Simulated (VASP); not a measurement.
# W2C (P-3m1) in VASP: single point with BLYP

Aim: the single point of W2C with BLYP.

All numbers are computed with VASP 6.6.1; they aren't measurements. Logs are shortened: lines on timing, memory, paths and dates and some standing lists are left out, and cuts for length are marked.

**1. The cell of the first run**

The structure is trigonal, space group P-3m1 (No. 164). Conventional cell: a = 3.070 Å, b = 3.070 Å, c = 4.678 Å, α = 90.00°, β = 90.00°, γ = 120.00°. Within 3.1 Å of W (site symmetry 3m) lie 3 C at 2.13 Å and 12 W at 2.91 to 3.07 Å. C (site symmetry -3m) has 6 W at 2.13 Å within 2.8 Å.

**2. Single point, BLYP**

INCAR

```
SYSTEM = W2C
PREC = Accurate
ENCUT = 1300
EDIFF = 1E-6
ISMEAR = 0
SIGMA = 0.13605693122994
LREAL = .False.
LASPH = .True.
NELM = 120
ALGO = Normal
ISIF = 2
LWAVE = .False.
LCHARG = .False.
GGA = B5
ALDAX = 1.0
AGGAX = 1.0
AGGAC = 1.0
ALDAC = 0.0
NBANDS = 23
GGA_COMPAT = .False.
```

KPOINTS

```
Automatic mesh
0
Gamma
  4 4 3
  0 0 0
```

POSCAR

```
W2C
1.0
    3.0700456420      0.0000000000      0.0000000000
   -1.5350228210      2.6587375167      0.0000000000
    0.0000000000      0.0000000000      4.6784280000
W C
2 1
Direct
    0.3333333333      0.6666666667      0.7463310000
    0.6666666667      0.3333333333      0.2536690000
    0.0000000000      0.0000000000      0.0000000000
```

Potentials or basis: VASP PAW PBE potentials, release 64 (W_sv, C_h).

Run with:

```sh
$ cat potpaw_PBE.64/W_sv/POTCAR potpaw_PBE.64/C_h/POTCAR > POTCAR
$ mpirun -np 1 vasp_std > vasp.out
```

OUTCAR:

```text
SYSTEM = W2C
   PREC = Accurate
   ENCUT = 1300
   EDIFF = 1E-6
   ISMEAR = 0
   LREAL = .False.
   LASPH = .True.
   NELM = 120
   ISIF = 2
   GGA = B5

 ion  position               nearest neighbor table
   1  0.333  0.667  0.746-   3 2.13   3 2.13   3 2.13   2 2.91   2 2.91   2 2.91   2 2.96   2 2.96
                             2 2.96
   2  0.667  0.333  0.254-   3 2.13   3 2.13   3 2.13   1 2.91   1 2.91   1 2.91   1 2.96   1 2.96
                             1 2.96
   3  0.000  0.000  0.000-   1 2.13   2 2.13   1 2.13   2 2.13   2 2.13   1 2.13

  LATTYP: Found a hexagonal cell.
 ALAT       =     3.0700456420
 C/A-ratio  =     1.5238952594

  Lattice vectors:

 A1 = (   3.0700456420,   0.0000000000,   0.0000000000)
 A2 = (  -1.5350228210,   2.6587375167,   0.0000000000)
 A3 = (   0.0000000000,   0.0000000000,   4.6784280000)

Analysis of symmetry for initial positions (statically):
=====================================================================
 Subroutine PRICEL returns:
 Original cell was already a primitive cell.

 Routine SETGRP: Setting up the symmetry group for a
 hexagonal supercell.

 Subroutine GETGRP returns: Found 12 space group operations
 (whereof 12 operations were pure point group operations)
 out of a pool of 24 trial point group operations.

The static configuration has the point symmetry D_3d.

Analysis of symmetry for dynamics (positions and initial velocities):
=====================================================================
 Subroutine PRICEL returns:
 Original cell was already a primitive cell.

 Routine SETGRP: Setting up the symmetry group for a
 hexagonal supercell.

 Subroutine GETGRP returns: Found 12 space group operations
 (whereof 12 operations were pure point group operations)
 out of a pool of 24 trial point group operations.

The dynamic configuration has the point symmetry D_3d.

 Subroutine INISYM returns: Found 12 space group operations
 (whereof 12 operations are pure point group operations),
 and found     1 'primitive' translations

----------------------------------------------------------------------------------------

                                     Primitive cell

  volume of cell :      38.1874

  direct lattice vectors                    reciprocal lattice vectors
     3.070045642  0.000000000  0.000000000     0.325728056  0.188059181  0.000000000
    -1.535022821  2.658737517  0.000000000     0.000000000  0.376118362  0.000000000
     0.000000000  0.000000000  4.678428000     0.000000000  0.000000000  0.213747011

  length of vectors
     3.070045642  3.070045642  4.678428000     0.376118362  0.376118362  0.213747011

  position of ions in fractional coordinates (direct lattice)
     0.333333333  0.666666667  0.746331000
     0.666666667  0.333333333  0.253669000
     0.000000000  0.000000000  0.000000000

  ion indices of the primitive-cell ions
   primitive index   ion index
                 1           1
                 2           2
                 3           3

----------------------------------------------------------------------------------------

 KPOINTS: Automatic mesh

Automatic generation of k-mesh.
 Grid dimensions read from file:
 generate k-points for:    4    4    3

 Generating k-lattice:

  Cartesian coordinates                     Fractional coordinates (reciprocal lattice)
     0.081432014  0.047014795  0.000000000     0.250000000 -0.000000000  0.000000000
     0.000000000  0.094029591  0.000000000     0.000000000  0.250000000  0.000000000
     0.000000000  0.000000000  0.071249004     0.000000000  0.000000000  0.333333333

  Length of vectors
     0.094029591  0.094029591  0.071249004

  Shift w.r.t. Gamma in fractional coordinates (k-lattice)
     0.000000000  0.000000000  0.000000000

 Subroutine IBZKPT returns following result:
 ===========================================

 Found      9 irreducible k-points:

 Following reciprocal coordinates:
            Coordinates               Weight
  0.000000  0.000000  0.000000      1.000000
  0.250000  0.000000  0.000000      6.000000
  0.500000  0.000000  0.000000      3.000000
  0.250000  0.250000  0.000000      6.000000
  0.000000  0.000000  0.333333      2.000000
  0.250000  0.000000  0.333333      6.000000
  0.000000  0.250000  0.333333      6.000000
  0.500000  0.000000  0.333333      6.000000
  0.250000  0.250000  0.333333     12.000000
   k-points           NKPTS =      9   k-points in BZ     NKDIM =      9   number of bands    NBANDS=     23
   number of dos      NEDOS =    301   number of ions     NIONS =      3
   total plane-waves  NPLWV =  72576
   dimension x,y,z NGX =    36 NGY =   36 NGZ =   56
   dimension x,y,z NGXF=    72 NGYF=   72 NGZF=  112
   ions per type =               2   1
   NGX,Y,Z   is equivalent  to a cutoff of  19.49, 19.49, 19.90 a.u.
   NGXF,Y,Z  is equivalent  to a cutoff of  38.99, 38.99, 39.80 a.u.
 SYSTEM =  W2C
   PREC   = accura    normal or accurate (medium, high low for compatibility)
   ISTART =      0    job   : 0-new  1-cont  2-samecut
   ICHARG =      2    charge: 1-file 2-atom 10-const
   ISPIN  =      1    spin polarized calculation?
   LNONCOLLINEAR =      F non collinear calculations
   LSORBIT =      F    spin-orbit coupling
   LASPH  =      T    aspherical Exc in radial PAW
   ENCUT  = 1300.0 eV  95.55 Ry    9.77 a.u.   9.03  9.03 13.75*2*pi/ulx,y,z
   NELM   =    120;   NELMIN=  2; NELMDL= -5     # of ELM steps
   EDIFF  = 0.1E-05   stopping-criterion for ELM
   LREAL  =      F    real-space projection
   EDIFFG = 0.1E-04   stopping-criterion for IOM
   NSW    =      0    number of steps for IOM
   IBRION =     -1    ionic relax: 0-MD 1-quasi-New 2-CG
   NFREE  =      0    steps in history (QN), initial steepest desc. (CG)
   ISIF   =      2    stress and relaxation
   ISYM   =      2    0-nonsym 1-usesym 2-fastsym
   POTIM  = 0.5000    time-step for ionic-motion
   TEBEG  =    0.0;   TEEND  =   0.0 temperature during run
   PSTRESS=    0.0 pullay stress
   NELECT =      32.0000    total number of electrons
   NUPDOWN=      -1.0000    fix difference up-down
   EMIN   =  10.00;   EMAX   =-10.00  energy-range for DOS
   EFERMI =   0.00;   METHOD = LEGACY
   ISMEAR =     0;   SIGMA  =   0.14  broadening in eV -4-tet -1-fermi 0-gaus
   EFERMI_NEDOS =   21; number of points for ismear=-14 and -15
   IALGO  =     38    algorithm
   IMIX   =      4    mixing-type and parameters
     AMIX     =   0.40;   BMIX     =  1.00
     AMIX_MAG =   1.60;   BMIX_MAG =  1.00
  volume/ion in A,a.u.               =      12.73        85.90
  Fermi-wavevector in a.u.,A,eV,Ry     =   1.543422  2.916645 32.411147  2.382152
  Thomas-Fermi vector in A             =   2.649087
   LORBIT       =      0    0 simple, 1 ext, 2 COOP (PROOUT), +10 PAW based schemes
   GGA     = B5    functional components
   LHFCALC =     F    Hartree Fock is set to
   AEXX    =    0.0000 exact exchange contribution
   IVDW    =     0    specifies the selected vdW correction
   LEPSILON=     F    determine dielectric tensor
   LRPA    =     F    only Hartree local field effects (RPA)
 non-spin polarized calculation
 Gauss-broadening in eV      SIGMA  =   0.14
  energy-cutoff  :     1300.00
  volume of cell :       38.19
 maximum number of plane-waves:      4075
   NGX = 19   NGY = 19   NGZ = 27

 number of electron      32.0000000 magnetization

 Free energy of the ion-electron system (eV)
  ---------------------------------------------------
  ext. energy  EPLUGINS =         0.00000000
  ---------------------------------------------------
  free energy    TOTEN  =       -30.61135184 eV

  energy without entropy =      -30.57559484  energy(sigma->0) =      -30.59347334

 E-fermi :  12.2834     XC(G=0): -12.7972

 val. band max:       12.2708678458   @ k =   0.2500   0.0000   0.3333
 cond. band min:      12.2977992773   @ k =   0.2500   0.0000   0.3333
 fundamental gap:      0.0269314315
 Fermi energy:        12.2834230228

 k-point     1 :       0.0000    0.0000    0.0000
  band No.  band energies     occupation
      1     -62.1650      2.00000
      2     -62.0869      2.00000
      3     -27.1080      2.00000
      4     -26.4999      2.00000
      5     -26.4999      2.00000
      6     -26.3630      2.00000
[... 15 lines left out ...]
     22      19.2859      0.00000
     23      19.4991      0.00000

 k-point     2 :       0.2500    0.0000    0.0000
  band No.  band energies     occupation
      1     -62.1408      2.00000
      2     -62.0825      2.00000
      3     -26.9621      2.00000
      4     -26.7477      2.00000
      5     -26.6012      2.00000
      6     -26.5899      2.00000
[... 15 lines left out ...]
     22      17.8666      0.00000
     23      18.4386      0.00000

 k-point     3 :       0.5000    0.0000    0.0000
  band No.  band energies     occupation
      1     -62.1103      2.00000
      2     -62.0843      2.00000
      3     -26.9955      2.00000
      4     -26.8230      2.00000
      5     -26.7400      2.00000
      6     -26.6702      2.00000
[... 15 lines left out ...]
     22      15.9257      0.00000
     23      18.9517      0.00000

 k-point     4 :       0.2500    0.2500    0.0000
  band No.  band energies     occupation
      1     -62.1103      2.00000
      2     -62.0843      2.00000
      3     -26.9091      2.00000
      4     -26.8111      2.00000
      5     -26.7417      2.00000
      6     -26.6607      2.00000
[... 15 lines left out ...]
     22      17.7254      0.00000
     23      19.6806      0.00000

 k-point     5 :       0.0000    0.0000    0.3333
  band No.  band energies     occupation
      1     -62.1457      2.00000
      2     -62.1064      2.00000
      3     -26.8945      2.00000
      4     -26.4667      2.00000
      5     -26.4667      2.00000
      6     -26.4456      2.00000
[... 15 lines left out ...]
     22      17.1922      0.00000
     23      17.4556      0.00000

 k-point     6 :       0.2500    0.0000    0.3333
  band No.  band energies     occupation
      1     -62.1263      2.00000
      2     -62.0970      2.00000
      3     -26.9338      2.00000
      4     -26.7280      2.00000
      5     -26.5771      2.00000
      6     -26.5342      2.00000
[... 15 lines left out ...]
     22      18.8656      0.00000
     23      19.4911      0.00000

 k-point     7 :       0.0000    0.2500    0.3333
  band No.  band energies     occupation
      1     -62.1264      2.00000
      2     -62.0970      2.00000
      3     -26.9111      2.00000
      4     -26.7559      2.00000
      5     -26.5828      2.00000
      6     -26.5452      2.00000
[... 15 lines left out ...]
     22      17.4411      0.00000
     23      18.1684      0.00000

 k-point     8 :       0.5000    0.0000    0.3333
  band No.  band energies     occupation
      1     -62.1038      2.00000
      2     -62.0908      2.00000
      3     -27.0739      2.00000
      4     -26.9760      2.00000
      5     -26.6085      2.00000
      6     -26.5412      2.00000
[... 15 lines left out ...]
     22      18.5912      0.00000
     23      18.9315      0.00000

 k-point     9 :       0.2500    0.2500    0.3333
  band No.  band energies     occupation
      1     -62.1039      2.00000
      2     -62.0907      2.00000
      3     -26.9683      2.00000
      4     -26.9275      2.00000
      5     -26.7286      2.00000
      6     -26.6242      2.00000
[... 15 lines left out ...]
     22      18.0687      0.00000
     23      19.6234      0.00000

------------------------ aborting loop because EDIFF is reached ----------------------------------------

  FORCE on cell =-STRESS in cart. coord.  units (eV):
  Direction    XX          YY          ZZ          XY          YZ          ZX
  --------------------------------------------------------------------------------------
  -------------------------------------------------------------------------------------
  Total        3.8867175      3.8867175      1.5111815      0.0000000     -0.0000000      0.0000000
  in kB      163.0697156    163.0697155     63.4025863      0.0000000     -0.0000000      0.0000000
  external PRESSURE =     129.8473391 kB  Pullay stress =       0.0000000 kB

 VOLUME and BASIS-vectors are now :
 -----------------------------------------------------------------------------
  energy-cutoff  :     1300.00
  volume of cell :       38.19
      direct lattice vectors                 reciprocal lattice vectors
     3.070045642  0.000000000  0.000000000     0.325728056  0.188059181  0.000000000
    -1.535022821  2.658737517  0.000000000     0.000000000  0.376118362  0.000000000
     0.000000000  0.000000000  4.678428000     0.000000000  0.000000000  0.213747011

 POSITION                                       TOTAL-FORCE (eV/Angst)
 -----------------------------------------------------------------------------------
     -0.00000      1.77249      3.49166        -0.000000      0.000000     -0.559390
      1.53502      0.88625      1.18677        -0.000000      0.000000      0.559390
      0.00000      0.00000      0.00000         0.000000      0.000000      0.000000
 -----------------------------------------------------------------------------------
    total drift:                                0.000000     -0.000000     -0.000000

  FREE ENERGIE OF THE ION-ELECTRON SYSTEM (eV)
  ---------------------------------------------------
  free  energy   TOTEN  =       -30.6113518431 eV

  energy  without entropy=      -30.5755948364  energy(sigma->0) =      -30.59347334
```

Wall time 41 s (1 thread of Intel Xeon Platinum 8259CL at 2.50GHz (Skylake/Cascade Lake), shared host); peak memory 0.27 GiB.

Results:

| Property | Result |
| --- | --- |
| Free energy | -30.6114 eV |
| Pressure | 13.0 GPa |
| Largest force | 0.559 eV/Å |
| Band gap on the k mesh | zero (bands 16 and 17 overlap by 2.41 eV) |

Forces on the atoms (eV/Å):
```
W    0.000  0.000 -0.559
W    0.000  0.000  0.559
C    0.000  0.000  0.000
```

Stress tensor (GPa, compression positive):
```
16.31  0.00  0.00
 0.00 16.31  0.00
 0.00  0.00  6.34
```

Levels at points of the mesh, in eV from the Fermi level:
```
           k point  band 13  band 14  band 15  band 16  band 17  band 18  band 19  band 20
(0.00, 0.00, 0.00)    -3.86    -1.51    -1.42    -1.42    -1.13    -1.13     0.45     0.45
(0.50, 0.00, 0.00)    -5.36    -3.36    -1.77     1.27     2.16     2.46     2.92     3.05
```

Caveat: the k points lie up to 0.59 Å⁻¹ apart, too coarse for converged energies and pressures of a metal; the PAW data sets were made with another functional, which shifts forces and pressure a little; spin-orbit coupling is left out, which moves the levels of the heavy elements.

The gap in the log of VASP goes by the Fermi energy; the results here count the filled bands.